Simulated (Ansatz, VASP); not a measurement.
# Two plane-wave programs on Sc

```
Sc
1.0
     0.00000    2.32418    2.32418
     2.32418    0.00000    2.32418
     2.32418    2.32418    0.00000
Sc
1
Cartesian
  0.0000 0.0000 0.0000
```

Alike in both runs: task relaxation of cell and atoms; functional r2SCAN; k mesh 16 × 16 × 16; occupations gaussian, width 0.1 eV; no spin polarisation.

|  | VASP | Ansatz |
| --- | --- | --- |
| version | VASP 6.6.1 | Ansatz 0.2.0 |
| potentials or method | VASP PAW PBE potentials, release 64 (Sc_sv), cutoff 600 eV | scalar-relativistic, plane waves, PAW |
| valence electrons in the cell | 11 | 11 |

```tsv
	VASP	Ansatz	Ansatz less VASP
gap on the k mesh at the Fermi level, each at its own relaxed structure (eV)	none	none	-
relaxed volume (Å³/atom)	25.23	25.11	-0.120
relaxed length of the cell vector where the two differ most in proportion (Å)	3.292	3.287	-0.0052
```

VASP's potentials were made for PBE, not for r2SCAN. A gap of «none» marks a metal or a gap that the smearing closes.
